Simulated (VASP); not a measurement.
Os:

```
CELL_PARAMETERS angstrom
2.75221 0.00000 0.00000
-1.37610 2.38348 0.00000
0.00000 0.00000 4.34831
ATOMIC_POSITIONS crystal
Os 0.66667 0.33333 0.75000
Os 0.33333 0.66667 0.25000
```

Base run:

```yaml
Program: VASP 6.6.1
Functional: BLYP
Potentials_or_basis: VASP PAW PBE potentials, release 64 (Os)
Cutoff: 520 eV
k_mesh: 11 × 11 × 6
Occupations: fermi-dirac, width 0.05 eV
Spin: no spin polarisation
```

Its results: band gap on the k mesh zero (band 8 reaches 11.79 eV, above the bottom of band 9 at 8.01 eV); pressure 20.4 GPa.

Task: The run is repeated on the same cell with these changes: functional from BLYP to LDA; potentials or basis from VASP PAW PBE potentials, release 64 (Os) to VASP PAW LDA potentials, release 64 (Os). What comes out?

Result: Band gap on the k mesh zero (band 8 reaches 11.10 eV, above the bottom of band 9 at 7.34 eV); pressure -15.7 GPa.

Caveats: spin-orbit coupling is left out, which moves the levels of the heavy elements; the PAW data sets were made with another functional, which shifts forces and pressure a little (some runs).
